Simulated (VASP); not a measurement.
Here is a VASP 6.6.1 calculation.

Contents of INCAR:

```
SYSTEM = AlN
PREC     = Accurate       ! precision mode
ENCUT    = 520            ! plane-wave cutoff, eV
EDIFF    = 1E-7           ! SCF threshold, eV
ISMEAR   = 0              ! smearing method
SIGMA    = 0.05           ! smearing width, eV
LREAL    = .False.        ! projectors in reciprocal space
LASPH    = .True.         ! aspherical terms in the spheres
NELM     = 60             ! most SCF steps
ALGO     = Normal         ! electronic algorithm
ISIF     = 2              ! what is computed and relaxed
LWAVE    = .False.        ! write WAVECAR
LCHARG   = .True.         ! write CHGCAR
GGA      = CA             ! functional
LELF     = .True.         ! ELF
LVHAR    = .True.       
NBANDS   = 16             ! bands
```

The input KPOINTS:

```
regular mesh
0
Gamma
  9 9 6
  0 0 0
```

Contents of POSCAR:

```
AlN
1.0
    3.0176720870      0.0000000000      0.0000000000
   -1.5088360435      2.6133806877      0.0000000000
    0.0000000000      0.0000000000      4.9780000000
Al N
2 2
Direct
    0.3333333333      0.6666666667      0.0000000000
    0.6666666667      0.3333333333      0.5000000000
    0.3333333333      0.6666666667      0.3850000000
    0.6666666667      0.3333333333      0.8850000000
```

Potentials or basis: VASP PAW LDA potentials, release 64 (Al, N).

Run with:

```console
$ cat potpaw_LDA.64/Al/POTCAR potpaw_LDA.64/N/POTCAR > POTCAR
$ mpirun -np 1 vasp_std > vasp.out
```

Question: Predict the pressure.

Answer: 10.6 GPa.

Question: Estimate the largest force.

Answer: 0.590 eV/Å.

Question: What does it give for the band gap on the k mesh?

Answer: 4.81 eV, direct.

Forces on the atoms (eV/Å):
```
Al   0.000  0.000  0.590
Al   0.000  0.000  0.590
N    0.000  0.000 -0.590
N    0.000  0.000 -0.590
```

Caveat: the cell differs from its parent crystal (strain -0.030 along x and y, +0.000 along z). A k mesh can miss the band edges.
